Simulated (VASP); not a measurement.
Wanted: the native input for a VASP 6.6.1 run.

```yaml
Task: single point
Functional: LDA
Potentials_or_basis: VASP PAW LDA potentials, release 64 (Zr_sv)
Cutoff: 520 eV
k_mesh: 12 × 12 × 6
Occupations: gaussian, width 1 eV
Spin: no spin polarisation
Dipole_correction: no
Further_INCAR_settings: ALGO = Normal; EDIFF = 1e-07; NBANDS = 19
```

The structure of Zr lies in POSCAR:

```
Zr
1.0
    3.1439658570      0.0000000000      0.0000000000
   -1.5719829285      2.7227543008      0.0000000000
    0.0000000000      0.0000000000      5.0894642375
Zr
2
Direct
    0.3333333333      0.6666666667      0.2500000000
    0.6666666667      0.3333333333      0.7500000000
```

The input as run:

INCAR

```
SYSTEM = Zr
  ALGO = Normal
  EDIFF = 1E-7
  ENCUT = 520
  GGA = CA
  ISIF = 2
  ISMEAR = 0
  LASPH = .True.
  LCHARG = .True.
  LELF = .True.
  LREAL = .False.
  LVHAR = .True.
  LWAVE = .False.
  NBANDS = 19
  NELM = 80
  PREC = Accurate
  SIGMA = 1.0
```

KPOINTS

```
k-points
0
Gamma
  12 12 6
  0 0 0
```

Potentials or basis: VASP PAW LDA potentials, release 64 (Zr_sv).

Command:

```bash
$ cat potpaw_LDA.64/Zr_sv/POTCAR > POTCAR
$ mpirun -np 1 vasp_std > vasp.out
```

Results of the run:

```yaml
Pressure: 2.4 GPa
Band_gap_on_the_k_mesh: zero (band 12 reaches 10.51 eV, above the bottom of band 13 at 9.36 eV)
```

Wall time 31 s on 1 thread of AMD EPYC 9R45 96-Core Processor (Zen 5), on a shared host, peak memory 0.14 GiB.
